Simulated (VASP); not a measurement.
GaN: single point with PBEsol-based global hybrid with 25 % exact exchange

GaN:

```
Ga N
1.0
     0.00000    2.25350    2.25350
     2.25350    0.00000    2.25350
     2.25350    2.25350    0.00000
Ga N
1 1
Direct
  0.00000 0.00000 0.00000
  0.25000 0.25000 0.25000
```

| Item | Value |
| --- | --- |
| Program | VASP 6.6.1 |
| Task | single point |
| Functional | PBEsol-based global hybrid with 25 % exact exchange |
| Potentials or basis | VASP PAW PBE potentials, release 64 (Ga_d, N) |
| Cutoff | 520 eV |
| k mesh | 5 × 5 × 5 |
| Occupations | fermi-dirac, width 0.05 eV |
| Spin | no spin polarisation |

```
Pressure               : -5.9 GPa
Band gap on the k mesh : 3.69 eV
```

Levels at points of the mesh, in eV from the valence-band top:
| k point | band 5 | band 6 | band 7 | band 8 | band 9 | band 10 | band 11 | band 12 | band 13 | band 14 |
| --- | --- | --- | --- | --- | --- | --- | --- | --- | --- | --- |
| (0.00, 0.00, 0.00) | -15.26 | -15.26 | 0.00 | 0.00 | 0.00 | 3.69 | 12.60 | 12.60 | 12.60 | 19.97 |

Run time: 8.1 min on 1 thread of Intel(R) Xeon(R) Platinum 8259CL CPU @ 2.50GHz (Skylake/Cascade Lake) (shared host), peak memory 0.15 GiB.

Caveat: the k points lie up to 0.48 Å⁻¹ apart; the PAW data sets were made with another functional, which shifts forces and pressure a little.
